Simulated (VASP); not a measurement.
Here is a VASP 6.6.1 calculation.

Contents of INCAR:

```
SYSTEM = Pd
PREC = Accurate ; ENCUT = 630
EDIFF = 1E-6 ; ISMEAR = -1
SIGMA = 0.08 ; LREAL = .FALSE.
LASPH = .TRUE. ; NELM = 120
ALGO = Normal ; ISIF = 2
LWAVE = .FALSE. ; LCHARG = .FALSE.
GGA = PE ; NBANDS = 25
GGA_COMPAT = .FALSE.
```

Contents of KPOINTS:

```
regular mesh
0
G
  12 12 12
  0 0 0
```

Contents of POSCAR:

```
Pd
1.0
    0.0000000000      2.4506786320      2.4506786320
    2.4506786320      0.0000000000      2.4506786320
    2.4506786320      2.4506786320      0.0000000000
Pd
2
Direct
   -0.1250000000     -0.1250000000     -0.1250000000
    0.1250000000      0.1250000000      0.1250000000
```

Potentials or basis: VASP PAW PBE potentials, release 64 (Pd_sv_GW).

Command:

```console
$ cat potpaw_PBE.64/Pd_sv_GW/POTCAR > POTCAR
$ mpirun -np 1 vasp_std > vasp.out
```

(1) Estimate the band gap on the k mesh.

(2) What does it give for the pressure?

## Answers

(1) zero (bands 18 and 19 overlap by 0.85 eV).

(2) 130.8 GPa.

Caveat: the cell stands under pressure.
